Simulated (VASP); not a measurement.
# S (Im-3m) in VASP: single point with PBE

Aim: the single point of S with PBE.

All numbers are computed with VASP 6.6.1; they aren't measurements. Logs are shortened: lines on timing, memory, paths and dates and some standing lists are left out, and cuts for length are marked.

## (1) The cell of the first run

It takes space group Im-3m (No. 229, cubic). The conventional cell has a = 3.153 Å, b = 3.153 Å, c = 3.153 Å, α = 90.00°, β = 90.00°, γ = 90.00°. Within 3.6 Å of S (site symmetry m-3m) lie 14 S at 2.73 to 3.15 Å.

## (2) Single point, PBE

The input, INCAR:

```
SYSTEM = S
PREC = Accurate
ENCUT = 520
EDIFF = 1E-7
ISMEAR = -1
SIGMA = 0.13605693000000002
LREAL = .False.
LASPH = .True.
NELM = 80
ALGO = Normal
ISIF = 2
LWAVE = .False.
LCHARG = .False.
GGA = PE
NBANDS = 9
```

The input, KPOINTS:

```
regular mesh
0
Gamma
  15 15 15
  0 0 0
```

The input, POSCAR:

```
S
1.0
   -1.5767135126      1.5767135126      1.5767135126
    1.5767135126     -1.5767135126      1.5767135126
    1.5767135126      1.5767135126     -1.5767135126
S
1
Direct
    0.0000000000      0.0000000000      0.0000000000
```

Potentials or basis: VASP PAW PBE potentials, release 64 (S).

Command:

```bash
$ cat potpaw_PBE.64/S/POTCAR > POTCAR
$ mpirun -np 1 vasp_std > vasp.out
```

OUTCAR:

```text
SYSTEM = S
   PREC = Accurate
   ENCUT = 520
   EDIFF = 1E-7
   ISMEAR = -1
   LREAL = .False.
   LASPH = .True.
   NELM = 80
   ISIF = 2
   GGA = PE

 ion  position               nearest neighbor table
   1  0.000  0.000  0.000-

  LATTYP: Found a body centered cubic cell.
 ALAT       =     3.1534270252

  Lattice vectors:

 A1 = (  -1.5767135126,   1.5767135126,   1.5767135126)
 A2 = (   1.5767135126,  -1.5767135126,   1.5767135126)
 A3 = (   1.5767135126,   1.5767135126,  -1.5767135126)

Analysis of symmetry for initial positions (statically):
=====================================================================
 Subroutine PRICEL returns:
 Original cell was already a primitive cell.

 Routine SETGRP: Setting up the symmetry group for a
 body centered cubic supercell.

 Subroutine GETGRP returns: Found 48 space group operations
 (whereof 48 operations were pure point group operations)
 out of a pool of 48 trial point group operations.

The static configuration has the point symmetry O_h .

Analysis of symmetry for dynamics (positions and initial velocities):
=====================================================================
 Subroutine PRICEL returns:
 Original cell was already a primitive cell.

 Routine SETGRP: Setting up the symmetry group for a
 body centered cubic supercell.

 Subroutine GETGRP returns: Found 48 space group operations
 (whereof 48 operations were pure point group operations)
 out of a pool of 48 trial point group operations.

The dynamic configuration has the point symmetry O_h .

 Subroutine INISYM returns: Found 48 space group operations
 (whereof 48 operations are pure point group operations),
 and found     1 'primitive' translations

----------------------------------------------------------------------------------------

                                     Primitive cell

  volume of cell :      15.6790

  direct lattice vectors                    reciprocal lattice vectors
    -1.576713513  1.576713513  1.576713513     0.000000000  0.317115314  0.317115314
     1.576713513 -1.576713513  1.576713513     0.317115314  0.000000000  0.317115314
     1.576713513  1.576713513 -1.576713513     0.317115314  0.317115314  0.000000000

  length of vectors
     2.730947913  2.730947913  2.730947913     0.448468777  0.448468777  0.448468777

  position of ions in fractional coordinates (direct lattice)
     0.000000000  0.000000000  0.000000000

  ion indices of the primitive-cell ions
   primitive index   ion index
                 1           1

----------------------------------------------------------------------------------------

 KPOINTS: regular mesh

Automatic generation of k-mesh.
 Grid dimensions read from file:
 generate k-points for:   15   15   15

 Generating k-lattice:

  Cartesian coordinates                     Fractional coordinates (reciprocal lattice)
     0.000000000  0.021141021  0.021141021     0.066666667  0.000000000  0.000000000
     0.021141021  0.000000000  0.021141021     0.000000000  0.066666667  0.000000000
     0.021141021  0.021141021  0.000000000     0.000000000  0.000000000  0.066666667

  Length of vectors
     0.029897918  0.029897918  0.029897918

  Shift w.r.t. Gamma in fractional coordinates (k-lattice)
     0.000000000  0.000000000  0.000000000

 Subroutine IBZKPT returns following result:
 ===========================================

 Found    120 irreducible k-points:

 Following reciprocal coordinates:
            Coordinates               Weight
  0.000000  0.000000  0.000000      1.000000
  0.066667  0.000000  0.000000     12.000000
  0.133333  0.000000  0.000000     12.000000
  0.200000  0.000000  0.000000     12.000000
  0.266667  0.000000  0.000000     12.000000
  0.333333  0.000000  0.000000     12.000000
[... 16 lines left out ...]
  0.333333  0.200000  0.000000     48.000000
  0.400000  0.200000 -0.000000     24.000000
 [... further k-points ...]
   k-points           NKPTS =    120   k-points in BZ     NKDIM =    120   number of bands    NBANDS=      9
   number of dos      NEDOS =    301   number of ions     NIONS =      1
   total plane-waves  NPLWV =   8000
   dimension x,y,z NGX =    20 NGY =   20 NGZ =   20
   dimension x,y,z NGXF=    40 NGYF=   40 NGZF=   40
   ions per type =               1
   NGX,Y,Z   is equivalent  to a cutoff of  12.17, 12.17, 12.17 a.u.
   NGXF,Y,Z  is equivalent  to a cutoff of  24.35, 24.35, 24.35 a.u.
 SYSTEM =  S
   PREC   = accura    normal or accurate (medium, high low for compatibility)
   ISTART =      0    job   : 0-new  1-cont  2-samecut
   ICHARG =      2    charge: 1-file 2-atom 10-const
   ISPIN  =      1    spin polarized calculation?
   LNONCOLLINEAR =      F non collinear calculations
   LSORBIT =      F    spin-orbit coupling
   LASPH  =      T    aspherical Exc in radial PAW
   ENCUT  =  520.0 eV  38.22 Ry    6.18 a.u.   5.08  5.08  5.08*2*pi/ulx,y,z
   NELM   =     80;   NELMIN=  2; NELMDL= -5     # of ELM steps
   EDIFF  = 0.1E-06   stopping-criterion for ELM
   LREAL  =      F    real-space projection
   EDIFFG = 0.1E-05   stopping-criterion for IOM
   NSW    =      0    number of steps for IOM
   IBRION =     -1    ionic relax: 0-MD 1-quasi-New 2-CG
   NFREE  =      0    steps in history (QN), initial steepest desc. (CG)
   ISIF   =      2    stress and relaxation
   ISYM   =      2    0-nonsym 1-usesym 2-fastsym
   POTIM  = 0.5000    time-step for ionic-motion
   TEBEG  =    0.0;   TEEND  =   0.0 temperature during run
   PSTRESS=    0.0 pullay stress
   NELECT =       6.0000    total number of electrons
   NUPDOWN=      -1.0000    fix difference up-down
   EMIN   =  10.00;   EMAX   =-10.00  energy-range for DOS
   EFERMI =   0.00;   METHOD = LEGACY
   ISMEAR =    -1;   SIGMA  =   0.14  broadening in eV -4-tet -1-fermi 0-gaus
   EFERMI_NEDOS =   21; number of points for ismear=-14 and -15
   IALGO  =     38    algorithm
   IMIX   =      4    mixing-type and parameters
     AMIX     =   0.40;   BMIX     =  1.00
     AMIX_MAG =   1.60;   BMIX_MAG =  1.00
  volume/ion in A,a.u.               =      15.68       105.81
  Fermi-wavevector in a.u.,A,eV,Ry     =   1.188555  2.246042 19.220433  1.412662
  Thomas-Fermi vector in A             =   2.324681
   LORBIT       =      0    0 simple, 1 ext, 2 COOP (PROOUT), +10 PAW based schemes
   GGA     = PE    functional components
   LHFCALC =     F    Hartree Fock is set to
   AEXX    =    0.0000 exact exchange contribution
   IVDW    =     0    specifies the selected vdW correction
   LEPSILON=     F    determine dielectric tensor
   LRPA    =     F    only Hartree local field effects (RPA)
 non-spin polarized calculation
  energy-cutoff  :      520.00
  volume of cell :       15.68
 maximum number of plane-waves:       435
   NGX = 11   NGY = 11   NGZ = 11

 number of electron       5.9999998 magnetization

 Free energy of the ion-electron system (eV)
  ---------------------------------------------------
  ext. energy  EPLUGINS =         0.00000000
  ---------------------------------------------------
  free energy    TOTEN  =        -3.01718327 eV

  energy without entropy =       -2.96769999  energy(sigma->0) =       -2.99244163

 E-fermi :   7.7071     XC(G=0): -11.2090

 val. band max:        7.6918248203   @ k =  -0.2000   0.2667   0.1333
 cond. band min:       7.7185572256   @ k =  -0.1333   0.2000   0.0667
 fundamental gap:      0.0267324053
 Fermi energy:         7.7070691145

 k-point     1 :       0.0000    0.0000    0.0000
  band No.  band energies     occupation
      1      -9.2036      2.00000
      2      10.8575      0.00000
      3      10.8575      0.00000
      4      10.8575      0.00000
      5      20.0047      0.00000
      6      20.0047      0.00000
      7      20.0047      0.00000
      8      22.3411      0.00000
      9      23.7287      0.00000

 k-point     2 :       0.0667    0.0000    0.0000
  band No.  band energies     occupation
      1      -9.0912      2.00000
      2      10.3084      0.00000
      3      10.6420      0.00000
      4      10.8230      0.00000
      5      19.7028      0.00000
      6      19.9382      0.00000
      7      20.4385      0.00000
      8      22.7199      0.00000
      9      23.1290      0.00000

 k-point     3 :       0.1333    0.0000    0.0000
  band No.  band energies     occupation
      1      -8.7563      2.00000
      2       8.9113      0.00029
      3      10.1061      0.00000
      4      10.7240      0.00000
      5      18.9814      0.00000
      6      19.2993      0.00000
      7      21.6251      0.00000
      8      22.6349      0.00000
      9      23.4882      0.00000

 k-point     4 :       0.2000    0.0000    0.0000
  band No.  band energies     occupation
      1      -8.2072      2.00000
      2       7.0838      1.97971
      3       9.4515      0.00001
      4      10.5751      0.00000
      5      18.1375      0.00000
      6      18.1705      0.00000
      7      22.8846      0.00000
      8      23.3504      0.00000
      9      23.5125      0.00000
[... 205 lines left out ...]
 k-point    22 :       0.2667    0.2000    0.0000
  band No.  band energies     occupation
      1      -5.4650      2.00000
      2       2.6259      2.00000
      3       5.5508      2.00000
      4       9.1466      0.00005
      5      17.0318      0.00000
      6      19.0596      0.00000
      7      23.2193      0.00000
      8      24.4966      0.00000
      9      27.6882      0.00000

 k-point    23 :       0.3333    0.2000    0.0000
  band No.  band energies     occupation
      1      -4.6475      2.00000
      2       1.5223      2.00000
      3       4.9997      2.00000
      4       8.9790      0.00017
      5      16.8576      0.00000
      6      19.3108      0.00000
      7      23.3261      0.00000
      8      24.8361      0.00000
      9      28.5069      0.00000

 k-point    24 :       0.4000    0.2000   -0.0000
  band No.  band energies     occupation
      1      -4.2760      2.00000
      2       1.0387      2.00000
      3       4.8263      2.00000
      4       8.9210      0.00027
      5      16.7903      0.00000
      6      19.4217      0.00000
      7      23.4611      0.00000
      8      24.6842      0.00000
      9      29.0804      0.00000

 [... further k-points ...]

------------------------ aborting loop because EDIFF is reached ----------------------------------------

  FORCE on cell =-STRESS in cart. coord.  units (eV):
  Direction    XX          YY          ZZ          XY          YZ          ZX
  --------------------------------------------------------------------------------------
  -------------------------------------------------------------------------------------
  Total        0.0674159      0.0674159      0.0674159     -0.0000000      0.0000000     -0.0000000
  in kB        6.8889740      6.8889740      6.8889740     -0.0000000      0.0000000     -0.0000000
  external PRESSURE =       6.8889740 kB  Pullay stress =       0.0000000 kB

 VOLUME and BASIS-vectors are now :
 -----------------------------------------------------------------------------
  energy-cutoff  :      520.00
  volume of cell :       15.68
      direct lattice vectors                 reciprocal lattice vectors
    -1.576713513  1.576713513  1.576713513     0.000000000  0.317115314  0.317115314
     1.576713513 -1.576713513  1.576713513     0.317115314  0.000000000  0.317115314
     1.576713513  1.576713513 -1.576713513     0.317115314  0.317115314  0.000000000

 POSITION                                       TOTAL-FORCE (eV/Angst)
 -----------------------------------------------------------------------------------
      0.00000      0.00000      0.00000         0.000000     -0.000000      0.000000
 -----------------------------------------------------------------------------------
    total drift:                               -0.000000      0.000000      0.000000

  FREE ENERGIE OF THE ION-ELECTRON SYSTEM (eV)
  ---------------------------------------------------
  free  energy   TOTEN  =        -3.0171832718 eV

  energy  without entropy=       -2.9676999868  energy(sigma->0) =       -2.99244163
```

It took 17 s on 1 thread of AMD EPYC 7R13, shared host; peak memory 0.1 GiB.

What came out:

```
Free energy            : -3.0172 eV
Pressure               : 0.7 GPa
Band gap on the k mesh : zero (band 3 reaches 10.86 eV, above the bottom of band 4 at 4.22 eV)
```
